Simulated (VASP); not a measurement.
# GaSb (x) (F-43m) in VASP: single point with LDA

Aim: the single point of GaSb (x) with LDA.

All numbers are computed with VASP 6.6.1; they aren't measurements. Logs are shortened: lines on timing, memory, paths and dates and some standing lists are left out, and cuts for length are marked.

## 1. The cell of the first run

The structure is cubic, space group F-43m (No. 216). The conventional cell has a = 6.137 Å, b = 6.137 Å, c = 6.137 Å, α = 90.00°, β = 90.00°, γ = 90.00°. Ga (site symmetry -43m) has 4 Sb at 2.66 Å within 3.5 Å. Sb (site symmetry -43m) has 4 Ga at 2.66 Å within 3.5 Å.

## 2. Single point, LDA

INCAR reads:

```
  ALGO = Normal
  EDIFF = 1E-6
  ENCUT = 520
  GGA = CA
  ISIF = 2
  ISMEAR = 0
  LASPH = T
  LCHARG = F
  LREAL = F
  LWAVE = F
  NBANDS = 16
  NELM = 60
  PREC = Accurate
  SIGMA = 0.1
```

KPOINTS reads:

```
k-points
0
Gamma
  12 12 12
```

POSCAR reads:

```
GaSb
1.0
    0.0000000000      3.0686043200      3.0686043200
    3.0686043200      0.0000000000      3.0686043200
    3.0686043200      3.0686043200      0.0000000000
Ga Sb
1 1
Direct
    0.0000000000      0.0000000000      0.0000000000
    0.2500000000      0.2500000000      0.2500000000
```

Potentials or basis: VASP PAW LDA potentials, release 64 (Ga_d, Sb).

Started as:

```bash
> cat potpaw_LDA.64/Ga_d/POTCAR potpaw_LDA.64/Sb/POTCAR > POTCAR
> mpirun -np 1 vasp_std > vasp.out
```

OUTCAR:

```text
EDIFF = 1E-6
   ENCUT = 520
   GGA = CA
   ISIF = 2
   ISMEAR = 0
   LASPH = T
   LREAL = F
   NELM = 60
   PREC = Accurate

 ion  position               nearest neighbor table
   1  0.000  0.000  0.000-   2 2.66   2 2.66   2 2.66   2 2.66
   2  0.250  0.250  0.250-   1 2.66   1 2.66   1 2.66   1 2.66

  LATTYP: Found a face centered cubic cell.
 ALAT       =     6.1372086400

  Lattice vectors:

 A1 = (   0.0000000000,   3.0686043200,   3.0686043200)
 A2 = (   3.0686043200,   0.0000000000,   3.0686043200)
 A3 = (   3.0686043200,   3.0686043200,   0.0000000000)

Analysis of symmetry for initial positions (statically):
=====================================================================
 Subroutine PRICEL returns:
 Original cell was already a primitive cell.

 Routine SETGRP: Setting up the symmetry group for a
 face centered cubic supercell.

 Subroutine GETGRP returns: Found 24 space group operations
 (whereof 24 operations were pure point group operations)
 out of a pool of 48 trial point group operations.

The static configuration has the point symmetry T_d .

Analysis of symmetry for dynamics (positions and initial velocities):
=====================================================================
 Subroutine PRICEL returns:
 Original cell was already a primitive cell.

 Routine SETGRP: Setting up the symmetry group for a
 face centered cubic supercell.

 Subroutine GETGRP returns: Found 24 space group operations
 (whereof 24 operations were pure point group operations)
 out of a pool of 48 trial point group operations.

The dynamic configuration has the point symmetry T_d .

 Subroutine INISYM returns: Found 24 space group operations
 (whereof 24 operations are pure point group operations),
 and found     1 'primitive' translations

----------------------------------------------------------------------------------------

                                     Primitive cell

  volume of cell :      57.7900

  direct lattice vectors                    reciprocal lattice vectors
     0.000000000  3.068604320  3.068604320    -0.162940525  0.162940525  0.162940525
     3.068604320  0.000000000  3.068604320     0.162940525 -0.162940525  0.162940525
     3.068604320  3.068604320  0.000000000     0.162940525  0.162940525 -0.162940525

  length of vectors
     4.339661847  4.339661847  4.339661847     0.282221269  0.282221269  0.282221269

  position of ions in fractional coordinates (direct lattice)
     0.000000000  0.000000000  0.000000000
     0.250000000  0.250000000  0.250000000

  ion indices of the primitive-cell ions
   primitive index   ion index
                 1           1
                 2           2

----------------------------------------------------------------------------------------

 KPOINTS: k-points

Automatic generation of k-mesh.
 Grid dimensions read from file:
 generate k-points for:   12   12   12

 Generating k-lattice:

  Cartesian coordinates                     Fractional coordinates (reciprocal lattice)
    -0.013578377  0.013578377  0.013578377     0.083333333  0.000000000  0.000000000
     0.013578377 -0.013578377  0.013578377     0.000000000  0.083333333  0.000000000
     0.013578377  0.013578377 -0.013578377     0.000000000  0.000000000  0.083333333

  Length of vectors
     0.023518439  0.023518439  0.023518439

  Shift w.r.t. Gamma in fractional coordinates (k-lattice)
     0.000000000  0.000000000  0.000000000

 Subroutine IBZKPT returns following result:
 ===========================================

 Found     72 irreducible k-points:

 Following reciprocal coordinates:
            Coordinates               Weight
  0.000000  0.000000  0.000000      1.000000
  0.083333  0.000000  0.000000      8.000000
  0.166667  0.000000  0.000000      8.000000
  0.250000  0.000000  0.000000      8.000000
  0.333333  0.000000  0.000000      8.000000
  0.416667  0.000000  0.000000      8.000000
[... 16 lines left out ...]
  0.500000  0.166667  0.000000     24.000000
 -0.416667  0.166667  0.000000     24.000000
 [... further k-points ...]
   k-points           NKPTS =     72   k-points in BZ     NKDIM =     72   number of bands    NBANDS=     16
   number of dos      NEDOS =    301   number of ions     NIONS =      2
   total plane-waves  NPLWV =  32768
   dimension x,y,z NGX =    32 NGY =   32 NGZ =   32
   dimension x,y,z NGXF=    64 NGYF=   64 NGZF=   64
   ions per type =               1   1
   NGX,Y,Z   is equivalent  to a cutoff of  12.26, 12.26, 12.26 a.u.
   NGXF,Y,Z  is equivalent  to a cutoff of  24.52, 24.52, 24.52 a.u.
 SYSTEM =  unknown system
   PREC   = accura    normal or accurate (medium, high low for compatibility)
   ISTART =      0    job   : 0-new  1-cont  2-samecut
   ICHARG =      2    charge: 1-file 2-atom 10-const
   ISPIN  =      1    spin polarized calculation?
   LNONCOLLINEAR =      F non collinear calculations
   LSORBIT =      F    spin-orbit coupling
   LASPH  =      T    aspherical Exc in radial PAW
   ENCUT  =  520.0 eV  38.22 Ry    6.18 a.u.   8.07  8.07  8.07*2*pi/ulx,y,z
   NELM   =     60;   NELMIN=  2; NELMDL= -5     # of ELM steps
   EDIFF  = 0.1E-05   stopping-criterion for ELM
   LREAL  =      F    real-space projection
   EDIFFG = 0.1E-04   stopping-criterion for IOM
   NSW    =      0    number of steps for IOM
   IBRION =     -1    ionic relax: 0-MD 1-quasi-New 2-CG
   NFREE  =      0    steps in history (QN), initial steepest desc. (CG)
   ISIF   =      2    stress and relaxation
   ISYM   =      2    0-nonsym 1-usesym 2-fastsym
   POTIM  = 0.5000    time-step for ionic-motion
   TEBEG  =    0.0;   TEEND  =   0.0 temperature during run
   PSTRESS=    0.0 pullay stress
   NELECT =      18.0000    total number of electrons
   NUPDOWN=      -1.0000    fix difference up-down
   EMIN   =  10.00;   EMAX   =-10.00  energy-range for DOS
   EFERMI =   0.00;   METHOD = LEGACY
   ISMEAR =     0;   SIGMA  =   0.10  broadening in eV -4-tet -1-fermi 0-gaus
   EFERMI_NEDOS =   21; number of points for ismear=-14 and -15
   IALGO  =     38    algorithm
   IMIX   =      4    mixing-type and parameters
     AMIX     =   0.40;   BMIX     =  1.00
     AMIX_MAG =   1.60;   BMIX_MAG =  1.00
  volume/ion in A,a.u.               =      28.89       194.99
  Fermi-wavevector in a.u.,A,eV,Ry     =   1.109723  2.097073 16.755387  1.231486
  Thomas-Fermi vector in A             =   2.246267
   LORBIT       =      0    0 simple, 1 ext, 2 COOP (PROOUT), +10 PAW based schemes
   GGA     = CA    functional components
   LHFCALC =     F    Hartree Fock is set to
   AEXX    =    0.0000 exact exchange contribution
   IVDW    =     0    specifies the selected vdW correction
   LEPSILON=     F    determine dielectric tensor
   LRPA    =     F    only Hartree local field effects (RPA)
 non-spin polarized calculation
 Gauss-broadening in eV      SIGMA  =   0.10
  energy-cutoff  :      520.00
  volume of cell :       57.79
 maximum number of plane-waves:      1588
   NGX = 17   NGY = 17   NGZ = 17

 number of electron      17.9999990 magnetization

 Free energy of the ion-electron system (eV)
  ---------------------------------------------------
  ext. energy  EPLUGINS =         0.00000000
  ---------------------------------------------------
  free energy    TOTEN  =        -8.65935209 eV

  energy without entropy =       -8.65921997  energy(sigma->0) =       -8.65928603

 E-fermi :   4.6271     XC(G=0):  -9.3577

 val. band max:        4.5806953815   @ k =   0.0000   0.0000   0.0000
 cond. band min:       4.8590982342   @ k =   0.5000   0.0000   0.0000
 fundamental gap:      0.2784028527
 Fermi energy:         4.6271241844

 k-point     1 :       0.0000    0.0000    0.0000
  band No.  band energies     occupation
      1     -10.5437      2.00000
      2     -10.5437      2.00000
      3     -10.5437      2.00000
      4     -10.4958      2.00000
      5     -10.4958      2.00000
      6      -6.8714      2.00000
[... 8 lines left out ...]
     15      13.1233      0.00000
     16      13.1233      0.00000

 k-point     2 :       0.0833    0.0000    0.0000
  band No.  band energies     occupation
      1     -10.5455      2.00000
      2     -10.5429      2.00000
      3     -10.5429      2.00000
      4     -10.4959      2.00000
      5     -10.4959      2.00000
      6      -6.8009      2.00000
[... 8 lines left out ...]
     15      12.6050      0.00000
     16      12.6050      0.00000

 k-point     3 :       0.1667    0.0000    0.0000
  band No.  band energies     occupation
      1     -10.5504      2.00000
      2     -10.5408      2.00000
      3     -10.5408      2.00000
      4     -10.4961      2.00000
      5     -10.4961      2.00000
      6      -6.5935      2.00000
[... 8 lines left out ...]
     15      12.1346      0.00000
     16      12.1346      0.00000

 k-point     4 :       0.2500    0.0000    0.0000
  band No.  band energies     occupation
      1     -10.5569      2.00000
      2     -10.5381      2.00000
      3     -10.5381      2.00000
      4     -10.4962      2.00000
      5     -10.4962      2.00000
      6      -6.2648      2.00000
[... 8 lines left out ...]
     15      12.1091      0.00000
     16      12.1091      0.00000

 k-point     5 :       0.3333    0.0000    0.0000
  band No.  band energies     occupation
      1     -10.5634      2.00000
      2     -10.5356      2.00000
      3     -10.5356      2.00000
      4     -10.4960      2.00000
      5     -10.4960      2.00000
      6      -5.8539      2.00000
[... 8 lines left out ...]
     15      12.6158      0.00000
     16      12.6158      0.00000

 k-point     6 :       0.4167    0.0000    0.0000
  band No.  band energies     occupation
      1     -10.5681      2.00000
      2     -10.5340      2.00000
      3     -10.5340      2.00000
      4     -10.4957      2.00000
      5     -10.4957      2.00000
      6      -5.4574      2.00000
[... 8 lines left out ...]
     15      13.5325      0.00000
     16      13.5325      0.00000

 k-point     7 :       0.5000    0.0000    0.0000
  band No.  band energies     occupation
      1     -10.5699      2.00000
      2     -10.5334      2.00000
      3     -10.5334      2.00000
      4     -10.4956      2.00000
      5     -10.4956      2.00000
      6      -5.2752      2.00000
[... 8 lines left out ...]
     15      14.3550      0.00000
     16      14.3550      0.00000

 k-point     8 :       0.0833    0.0833    0.0000
  band No.  band energies     occupation
      1     -10.5470      2.00000
      2     -10.5422      2.00000
      3     -10.5422      2.00000
      4     -10.4964      2.00000
      5     -10.4955      2.00000
      6      -6.7772      2.00000
[... 8 lines left out ...]
     15      11.9445      0.00000
     16      13.2102      0.00000

 k-point     9 :       0.1667    0.0833    0.0000
  band No.  band energies     occupation
      1     -10.5511      2.00000
      2     -10.5404      2.00000
      3     -10.5401      2.00000
      4     -10.4970      2.00000
      5     -10.4954      2.00000
      6      -6.6150      2.00000
[... 8 lines left out ...]
     15      11.5291      0.00000
     16      12.8946      0.00000
[... 172 lines left out ...]
 k-point    19 :       0.1667    0.1667    0.0000
  band No.  band energies     occupation
      1     -10.5555      2.00000
      2     -10.5380      2.00000
      3     -10.5380      2.00000
      4     -10.4981      2.00000
      5     -10.4948      2.00000
      6      -6.4985      2.00000
[... 8 lines left out ...]
     15      11.9504      0.00000
     16      13.4707      0.00000

 k-point    20 :       0.2500    0.1667    0.0000
  band No.  band energies     occupation
      1     -10.5609      2.00000
      2     -10.5355      2.00000
      3     -10.5351      2.00000
      4     -10.4991      2.00000
      5     -10.4945      2.00000
      6      -6.2515      2.00000
[... 8 lines left out ...]
     15      12.7363      0.00000
     16      13.4404      0.00000

 k-point    21 :       0.3333    0.1667    0.0000
  band No.  band energies     occupation
      1     -10.5662      2.00000
      2     -10.5334      2.00000
      3     -10.5324      2.00000
      4     -10.4997      2.00000
      5     -10.4943      2.00000
      6      -5.8955      2.00000
[... 8 lines left out ...]
     15      13.1279      0.00000
     16      13.6705      0.00000

 k-point    22 :       0.4167    0.1667    0.0000
  band No.  band energies     occupation
      1     -10.5705      2.00000
      2     -10.5320      2.00000
      3     -10.5306      2.00000
      4     -10.4994      2.00000
      5     -10.4944      2.00000
      6      -5.4833      2.00000
[... 8 lines left out ...]
     15      13.6084      0.00000
     16      14.3450      0.00000

 k-point    23 :       0.5000    0.1667    0.0000
  band No.  band energies     occupation
      1     -10.5728      2.00000
      2     -10.5313      2.00000
      3     -10.5299      2.00000
      4     -10.4985      2.00000
      5     -10.4950      2.00000
      6      -5.1423      2.00000
[... 8 lines left out ...]
     15      14.1911      0.00000
     16      14.3973      0.00000

 k-point    24 :      -0.4167    0.1667    0.0000
  band No.  band energies     occupation
      1     -10.5726      2.00000
      2     -10.5313      2.00000
      3     -10.5304      2.00000
      4     -10.4974      2.00000
      5     -10.4959      2.00000
      6      -5.0862      2.00000
[... 8 lines left out ...]
     15      13.1778      0.00000
     16      13.5859      0.00000

 [... further k-points ...]
[... 5 lines left out ...]
  --------------------------------------------------------------------------------------
  -------------------------------------------------------------------------------------
  Total       -0.7290725     -0.7290725     -0.7290725     -0.0000000      0.0000000     -0.0000000
  in kB      -20.2128990    -20.2128990    -20.2128990     -0.0000000      0.0000000     -0.0000000
  external PRESSURE =     -20.2128990 kB  Pullay stress =       0.0000000 kB

 VOLUME and BASIS-vectors are now :
 -----------------------------------------------------------------------------
  energy-cutoff  :      520.00
  volume of cell :       57.79
      direct lattice vectors                 reciprocal lattice vectors
     0.000000000  3.068604320  3.068604320    -0.162940525  0.162940525  0.162940525
     3.068604320  0.000000000  3.068604320     0.162940525 -0.162940525  0.162940525
     3.068604320  3.068604320  0.000000000     0.162940525  0.162940525 -0.162940525

 POSITION                                       TOTAL-FORCE (eV/Angst)
 -----------------------------------------------------------------------------------
      0.00000      0.00000      0.00000         0.000000     -0.000000      0.000000
      1.53430      1.53430      1.53430        -0.000000      0.000000     -0.000000
 -----------------------------------------------------------------------------------
    total drift:                                0.000000      0.000000      0.000000

  FREE ENERGIE OF THE ION-ELECTRON SYSTEM (eV)
  ---------------------------------------------------
  free  energy   TOTEN  =        -8.6593520856 eV

  energy  without entropy=       -8.6592199717  energy(sigma->0) =       -8.65928603
```

Wall time 29 s (1 thread of Intel Xeon 6975P-C (Granite Rapids), shared host); peak memory 0.19 GiB.

What came out:

| Property | Result |
| --- | --- |
| Free energy | -8.6594 eV |
| Pressure | -2.0 GPa |
| Band gap on the k mesh | zero (filled and empty bands touch) |

Levels at points of the mesh, in eV from the Fermi level:
| k point | band 7 | band 8 | band 9 | band 10 | band 11 | band 12 |
| --- | --- | --- | --- | --- | --- | --- |
| (0.00, 0.00, 0.00) | -0.24 | -0.05 | -0.05 | -0.05 | 2.71 | 2.71 |
| (0.50, 0.00, 0.00) | -6.40 | -1.18 | -1.18 | 0.23 | 3.67 | 3.67 |
| (0.50, 0.50, 0.00) | -6.85 | -2.59 | -2.59 | 0.80 | 1.13 | 8.47 |

Caveat: spin-orbit coupling is left out, which moves the levels of the heavy elements.
